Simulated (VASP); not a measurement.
# BN (Fmm2) in VASP: further runs

Runs on BN. Level: PBEsol. Tasks: single point.

Program: VASP 6.6.1. These are calculated values, not measurements. Logs are shortened: lines on timing, memory, paths and dates and some standing lists are left out, and cuts for length are marked.

### Step 1. The cell of the first run

Symmetry: Fmm2, No. 42, orthorhombic system. The conventional cell has a = 2.643 Å, b = 7.380 Å, c = 3.887 Å, α = 90.00°, β = 90.00°, γ = 90.00°. B (site symmetry mm2) has 3 N at 1.30 to 1.47 Å within 1.7 Å. Within 1.7 Å of N (site symmetry mm2) lie 3 B at 1.30 to 1.47 Å.

### Step 2. Single point, PBEsol

Contents of INCAR:

```
ALGO     = Normal         # electronic algorithm
EDIFF    = 1E-6           # SCF threshold, eV
ENCUT    = 520            # plane-wave cutoff, eV
GGA      = PS             # functional
ISIF     = 2              # what is computed and relaxed
ISMEAR   = 0              # smearing method
LASPH    = T              # aspherical terms in the spheres
LCHARG   = T              # write CHGCAR
LELF     = T              # ELF
LREAL    = F              # projectors in reciprocal space
LVHAR    = T            
LWAVE    = F              # write WAVECAR
NBANDS   = 11             # bands
NELM     = 60             # most SCF steps
PREC     = Accurate       # precision mode
SIGMA    = 0.05           # smearing width, eV
```

Contents of KPOINTS:

```
k-points
0
Gamma
  12 12 12
```

Contents of POSCAR:

```
BN
1.0
    0.0000000000      3.6898902473      1.9436707384
    1.3213069444      0.0000000000      1.9436707384
    1.3213069444      3.6898902473      0.0000000000
B N
1 1
Direct
    0.0000486500      0.0000486500      0.9999513500
    0.6666513400      0.6666513400      0.3333486600
```

Potentials or basis: VASP PAW PBE potentials, release 64 (B, N).

Command:

```
$ cat potpaw_PBE.64/B/POTCAR potpaw_PBE.64/N/POTCAR > POTCAR
$ mpirun -np 1 vasp_std > vasp.out
```

OUTCAR:

```text
EDIFF = 1E-6
   ENCUT = 520
   GGA = PS
   ISIF = 2
   ISMEAR = 0
   LASPH = T
   LREAL = F
   NELM = 60
   PREC = Accurate

 ion  position               nearest neighbor table
   1  0.000  0.000  1.000-   2 1.30   2 1.47   2 1.47
   2  0.667  0.667  0.333-   1 1.30   1 1.47   1 1.47

  LATTYP: Found a face centered orthorhombic cell.
 ALAT       =     2.6426138888
 B/A-ratio  =     1.4710213601
 C/A-ratio  =     2.7926064136

  Lattice vectors:

 A1 = (   0.0000000000,   3.6898902473,   1.9436707384)
 A2 = (  -1.3213069444,   3.6898902473,   0.0000000000)
 A3 = (  -1.3213069444,   0.0000000000,   1.9436707384)

Analysis of symmetry for initial positions (statically):
=====================================================================
 Subroutine PRICEL returns:
 Original cell was already a primitive cell.

 Routine SETGRP: Setting up the symmetry group for a
 face centered orthorhombic supercell.

 Subroutine GETGRP returns: Found  4 space group operations
 (whereof  4 operations were pure point group operations)
 out of a pool of  8 trial point group operations.

The static configuration has the point symmetry C_2v.

Analysis of symmetry for dynamics (positions and initial velocities):
=====================================================================
 Subroutine PRICEL returns:
 Original cell was already a primitive cell.

 Routine SETGRP: Setting up the symmetry group for a
 face centered orthorhombic supercell.

 Subroutine GETGRP returns: Found  4 space group operations
 (whereof  4 operations were pure point group operations)
 out of a pool of  8 trial point group operations.

The dynamic configuration has the point symmetry C_2v.

 Subroutine INISYM returns: Found  4 space group operations
 (whereof  4 operations are pure point group operations),
 and found     1 'primitive' translations

----------------------------------------------------------------------------------------

                                     Primitive cell

  volume of cell :      18.9526

  direct lattice vectors                    reciprocal lattice vectors
     0.000000000  3.689890247  1.943670738    -0.378413208  0.135505385  0.257245217
     1.321306944  0.000000000  1.943670738     0.378413208 -0.135505385  0.257245217
     1.321306944  3.689890247  0.000000000     0.378413208  0.135505385 -0.257245217

  length of vectors
     4.170509079  2.350257003  3.919329289     0.477214173  0.477214173  0.477214173

  position of ions in fractional coordinates (direct lattice)
     0.000048650  0.000048650  0.999951350
     0.666651340  0.666651340  0.333348660

  ion indices of the primitive-cell ions
   primitive index   ion index
                 1           1
                 2           2

----------------------------------------------------------------------------------------

 KPOINTS: k-points

Automatic generation of k-mesh.
 Grid dimensions read from file:
 generate k-points for:   12   12   12

 Generating k-lattice:

  Cartesian coordinates                     Fractional coordinates (reciprocal lattice)
    -0.031534434  0.011292115  0.021437101     0.083333333  0.000000000 -0.000000000
     0.031534434 -0.011292115  0.021437101     0.000000000  0.083333333  0.000000000
     0.031534434  0.011292115 -0.021437101    -0.000000000 -0.000000000  0.083333333

  Length of vectors
     0.039767848  0.039767848  0.039767848

  Shift w.r.t. Gamma in fractional coordinates (k-lattice)
     0.000000000  0.000000000  0.000000000

 Subroutine IBZKPT returns following result:
 ===========================================

 Found    280 irreducible k-points:

 Following reciprocal coordinates:
            Coordinates               Weight
  0.000000  0.000000  0.000000      1.000000
  0.083333  0.000000  0.000000      8.000000
  0.166667 -0.000000  0.000000      8.000000
  0.250000  0.000000 -0.000000      8.000000
  0.333333  0.000000  0.000000      8.000000
  0.416667  0.000000  0.000000      8.000000
[... 16 lines left out ...]
  0.500000  0.166667  0.000000      8.000000
 -0.416667  0.166667 -0.000000      8.000000
 [... further k-points ...]
   k-points           NKPTS =    280   k-points in BZ     NKDIM =    280   number of bands    NBANDS=     11
   number of dos      NEDOS =    301   number of ions     NIONS =      2
   total plane-waves  NPLWV =  17280
   dimension x,y,z NGX =    32 NGY =   18 NGZ =   30
   dimension x,y,z NGXF=    64 NGYF=   36 NGZF=   60
   ions per type =               1   1
   NGX,Y,Z   is equivalent  to a cutoff of  12.76, 12.73, 12.73 a.u.
   NGXF,Y,Z  is equivalent  to a cutoff of  25.51, 25.46, 25.45 a.u.
 SYSTEM =  unknown system
   PREC   = accura    normal or accurate (medium, high low for compatibility)
   ISTART =      0    job   : 0-new  1-cont  2-samecut
   ICHARG =      2    charge: 1-file 2-atom 10-const
   ISPIN  =      1    spin polarized calculation?
   LNONCOLLINEAR =      F non collinear calculations
   LSORBIT =      F    spin-orbit coupling
   LASPH  =      T    aspherical Exc in radial PAW
   ENCUT  =  520.0 eV  38.22 Ry    6.18 a.u.   7.75  4.37  7.29*2*pi/ulx,y,z
   NELM   =     60;   NELMIN=  2; NELMDL= -5     # of ELM steps
   EDIFF  = 0.1E-05   stopping-criterion for ELM
   LREAL  =      F    real-space projection
   EDIFFG = 0.1E-04   stopping-criterion for IOM
   NSW    =      0    number of steps for IOM
   IBRION =     -1    ionic relax: 0-MD 1-quasi-New 2-CG
   NFREE  =      0    steps in history (QN), initial steepest desc. (CG)
   ISIF   =      2    stress and relaxation
   ISYM   =      2    0-nonsym 1-usesym 2-fastsym
   POTIM  = 0.5000    time-step for ionic-motion
   TEBEG  =    0.0;   TEEND  =   0.0 temperature during run
   PSTRESS=    0.0 pullay stress
   NELECT =       8.0000    total number of electrons
   NUPDOWN=      -1.0000    fix difference up-down
   EMIN   =  10.00;   EMAX   =-10.00  energy-range for DOS
   EFERMI =   0.00;   METHOD = LEGACY
   ISMEAR =     0;   SIGMA  =   0.05  broadening in eV -4-tet -1-fermi 0-gaus
   EFERMI_NEDOS =   21; number of points for ismear=-14 and -15
   IALGO  =     38    algorithm
   IMIX   =      4    mixing-type and parameters
     AMIX     =   0.40;   BMIX     =  1.00
     AMIX_MAG =   1.60;   BMIX_MAG =  1.00
  volume/ion in A,a.u.               =       9.48        63.95
  Fermi-wavevector in a.u.,A,eV,Ry     =   1.228047  2.320672 20.518928  1.508099
  Thomas-Fermi vector in A             =   2.362987
   LORBIT       =      0    0 simple, 1 ext, 2 COOP (PROOUT), +10 PAW based schemes
   GGA     = PS    functional components
   LHFCALC =     F    Hartree Fock is set to
   AEXX    =    0.0000 exact exchange contribution
   IVDW    =     0    specifies the selected vdW correction
   LEPSILON=     F    determine dielectric tensor
   LRPA    =     F    only Hartree local field effects (RPA)
 non-spin polarized calculation
 Gauss-broadening in eV      SIGMA  =   0.05
  energy-cutoff  :      520.00
  volume of cell :       18.95
 maximum number of plane-waves:       523
   NGX = 15   NGY =  9   NGZ = 15

 number of electron       8.0000001 magnetization

 Free energy of the ion-electron system (eV)
  ---------------------------------------------------
  ext. energy  EPLUGINS =         0.00000000
  ---------------------------------------------------
  free energy    TOTEN  =       -17.55991538 eV

  energy without entropy =      -17.55991538  energy(sigma->0) =      -17.55991538

 E-fermi :   2.3102     XC(G=0):  -9.7382

 val. band max:        2.1041894978   @ k =   0.5000  -0.4167   0.0833
 cond. band min:       6.2001617011   @ k =   0.0000   0.0000   0.0000
 fundamental gap:      4.0959722033
 Fermi energy:         2.3102371556

 k-point     1 :       0.0000    0.0000    0.0000
  band No.  band energies     occupation
      1     -16.4838      2.00000
      2      -3.3938      2.00000
      3       0.5196      2.00000
      4       0.6541      2.00000
      5       6.2002      0.00000
      6      12.3348      0.00000
      7      13.5846      0.00000
      8      15.3366      0.00000
      9      20.7224      0.00000
     10      26.3941      0.00000
     11      29.2367      0.00000

 k-point     2 :       0.0833    0.0000    0.0000
  band No.  band energies     occupation
      1     -16.3498      2.00000
      2      -3.2470      2.00000
      3      -0.1738      2.00000
      4       0.4939      2.00000
      5       6.4937      0.00000
      6      12.7964      0.00000
      7      13.9896      0.00000
      8      14.8527      0.00000
      9      20.8232      0.00000
     10      25.5174      0.00000
     11      29.1594      0.00000

 k-point     3 :       0.1667   -0.0000    0.0000
  band No.  band energies     occupation
      1     -15.9552      2.00000
      2      -2.8116      2.00000
      3      -1.7927      2.00000
      4       0.0512      2.00000
      5       7.3012      0.00000
      6      13.3960      0.00000
      7      13.7218      0.00000
      8      15.2051      0.00000
      9      21.2442      0.00000
     10      23.7207      0.00000
     11      28.1509      0.00000

 k-point     4 :       0.2500    0.0000   -0.0000
  band No.  band energies     occupation
      1     -15.3275      2.00000
      2      -3.7419      2.00000
      3      -2.0951      2.00000
      4      -0.4865      2.00000
      5       8.4735      0.00000
      6      11.5068      0.00000
      7      14.5114      0.00000
      8      16.6711      0.00000
      9      21.9155      0.00000
     10      22.2851      0.00000
     11      27.2468      0.00000

 k-point     5 :       0.3333    0.0000    0.0000
  band No.  band energies     occupation
      1     -14.5360      2.00000
      2      -5.6099      2.00000
      3      -1.1756      2.00000
      4      -0.9618      2.00000
      5       8.7175      0.00000
      6      10.7794      0.00000
      7      14.9608      0.00000
      8      18.0194      0.00000
      9      20.6096      0.00000
     10      23.0691      0.00000
     11      26.4007      0.00000
[... 211 lines left out ...]
 k-point    21 :       0.3333    0.1667    0.0000
  band No.  band energies     occupation
      1     -14.7031      2.00000
      2      -4.2878      2.00000
      3      -1.6989      2.00000
      4      -1.1569      2.00000
      5       9.0602      0.00000
      6      10.7276      0.00000
      7      13.2517      0.00000
      8      17.3710      0.00000
      9      20.8453      0.00000
     10      23.1236      0.00000
     11      26.9486      0.00000

 k-point    22 :       0.4167    0.1667    0.0000
  band No.  band energies     occupation
      1     -13.9172      2.00000
      2      -5.9106      2.00000
      3      -2.2748      2.00000
      4      -0.2249      2.00000
      5       8.5245      0.00000
      6      11.0602      0.00000
      7      14.7177      0.00000
      8      17.4006      0.00000
      9      19.0257      0.00000
     10      24.2643      0.00000
     11      25.5850      0.00000

 k-point    23 :       0.5000    0.1667    0.0000
  band No.  band energies     occupation
      1     -13.2336      2.00000
      2      -7.0779      2.00000
      3      -2.7457      2.00000
      4       0.5685      2.00000
      5       7.0977      0.00000
      6      12.9701      0.00000
      7      16.0923      0.00000
      8      17.4202      0.00000
      9      17.8926      0.00000
     10      23.0548      0.00000
     11      25.0655      0.00000

 k-point    24 :      -0.4167    0.1667   -0.0000
  band No.  band energies     occupation
      1     -13.0717      2.00000
      2      -7.3163      2.00000
      3      -3.0139      2.00000
      4       0.6595      2.00000
      5       6.7754      0.00000
      6      14.1059      0.00000
      7      16.2487      0.00000
      8      17.3138      0.00000
      9      18.9746      0.00000
     10      21.7870      0.00000
     11      24.8263      0.00000

 [... further k-points ...]
[... 5 lines left out ...]
  --------------------------------------------------------------------------------------
  -------------------------------------------------------------------------------------
  Total       -2.8349958     -0.0675396     12.4554851      0.0000000      0.0000000      0.0000000
  in kB     -239.6586654     -5.7095112   1052.9345386      0.0000000      0.0000000      0.0000000
  external PRESSURE =     269.1887873 kB  Pullay stress =       0.0000000 kB

 VOLUME and BASIS-vectors are now :
 -----------------------------------------------------------------------------
  energy-cutoff  :      520.00
  volume of cell :       18.95
      direct lattice vectors                 reciprocal lattice vectors
     0.000000000  3.689890247  1.943670738    -0.378413208  0.135505385  0.257245217
     1.321306944  0.000000000  1.943670738     0.378413208 -0.135505385  0.257245217
     1.321306944  3.689890247  0.000000000     0.378413208  0.135505385 -0.257245217

 POSITION                                       TOTAL-FORCE (eV/Angst)
 -----------------------------------------------------------------------------------
      1.32131      3.68989      0.00019         0.000000      0.000000      4.361031
      1.32131      3.68989      2.59150         0.000000      0.000000     -4.361031
 -----------------------------------------------------------------------------------
    total drift:                                0.000001     -0.000015     -0.000160

  FREE ENERGIE OF THE ION-ELECTRON SYSTEM (eV)
  ---------------------------------------------------
  free  energy   TOTEN  =       -17.5599153764 eV

  energy  without entropy=      -17.5599153764  energy(sigma->0) =      -17.55991538
```

Run time: 60 s. Hardware: 1 thread of Intel Xeon 8259CL, shared host; peak memory 0.18 GiB.

What came out:

| Quantity | Value |
| --- | --- |
| Free energy | -17.5599 eV |
| Pressure | 26.9 GPa |
| Largest force | 4.361 eV/Å |
| Band gap on the k mesh | 4.10 eV (least direct gap 4.74 eV) |

Forces on the atoms (eV/Å):
```
B    0.000  0.000  4.361
N    0.000  0.000 -4.361
```

Levels at points of the mesh, in eV from the valence-band top:
```
           k point  band 2  band 3  band 4  band 5  band 6  band 7
(0.00, 0.00, 0.00)   -5.50   -1.58   -1.45    4.10   10.23   11.48
(0.50, 0.00, 0.00)   -9.78   -3.50   -1.86    4.33   11.49   13.07
(0.50, 0.50, 0.00)   -8.96   -6.14   -0.07    5.50    7.12   13.12
(0.50, 0.00, 0.50)   -6.70   -1.60   -1.43    8.57   10.03   10.17
(0.00, 0.50, 0.50)   -8.85   -6.17   -0.59    4.31    7.16   13.82
```

Caveat: the cell stands under pressure; the PAW data sets were made with another functional, which shifts forces and pressure a little. A k mesh can miss the band edges.

(Continued in part 2 of 2.)
